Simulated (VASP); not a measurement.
CdSiSb2: single point with PBE

The system is CdSiSb2.

```
Cd Sb Si
1.0
     4.34621    0.00000    0.00000
     0.00000    4.34621    0.00000
     0.00000    0.00000    6.46204
Cd Sb Si
1 2 1
Direct
  0.00000 0.00000 0.00000
  0.00000 0.50000 0.26717
  0.50000 0.00000 0.73283
  0.50000 0.50000 0.50000
```

```json
{
 "Program": "VASP 6.6.1",
 "Task": "single point",
 "Functional": "PBE",
 "Potentials or basis": "VASP PAW PBE potentials, release 64 (Cd, Sb, Si)",
 "Cutoff": "520 eV",
 "k mesh": "6 × 6 × 4",
 "Occupations": "fermi-dirac, width 0.02 eV",
 "Spin": "no spin polarisation",
 "Dipole correction": "no",
 "Further INCAR settings": "ALGO = Normal; EDIFF = 1e-06; NBANDS = 21"
}
```

```yaml
Pressure: 1.5 GPa
Largest_force: 0.007 eV/Å
Band_gap_on_the_k_mesh: zero (bands 13 and 14 overlap by 0.30 eV)
```

Forces on the atoms (eV/Å):
```
Cd   0.000  0.000  0.000
Sb   0.000  0.000 -0.007
Sb   0.000  0.000  0.007
Si   0.000  0.000  0.000
```

Stress tensor (GPa, compression positive):
```
1.59 0.00 0.00
0.00 1.59 0.00
0.00 0.00 1.44
```

Levels at points of the mesh, in eV from the Fermi level:
```
           k point  band 10  band 11  band 12  band 13  band 14  band 15  band 16  band 17
(0.00, 0.00, 0.00)    -3.06    -0.69    -0.46     0.15     0.15     0.34     1.97     2.51
(0.50, 0.00, 0.00)    -3.43    -3.29    -2.46    -0.26     0.48     3.08     3.61     3.81
(0.50, 0.50, 0.00)    -3.76    -2.74    -2.74    -1.81     0.78     1.03     1.03     1.31
(0.00, 0.00, 0.50)    -2.80    -2.80    -0.77    -0.77     0.34     0.61     3.28     3.75
(0.50, 0.00, 0.50)    -2.44    -1.83    -1.13    -0.50    -0.15     1.22     2.47     2.83
(0.50, 0.50, 0.50)    -3.97    -3.19    -3.19    -2.94     2.35     3.18     3.18     3.84
```

Wall time 27 s on 1 thread of Intel(R) Xeon(R) 6975P-C (Granite Rapids), on a shared host, peak memory 0.25 GiB.

Caveat: semilocal functionals underestimate gaps, and a narrow one can read as zero; spin-orbit coupling is left out, which moves the levels of the heavy elements.
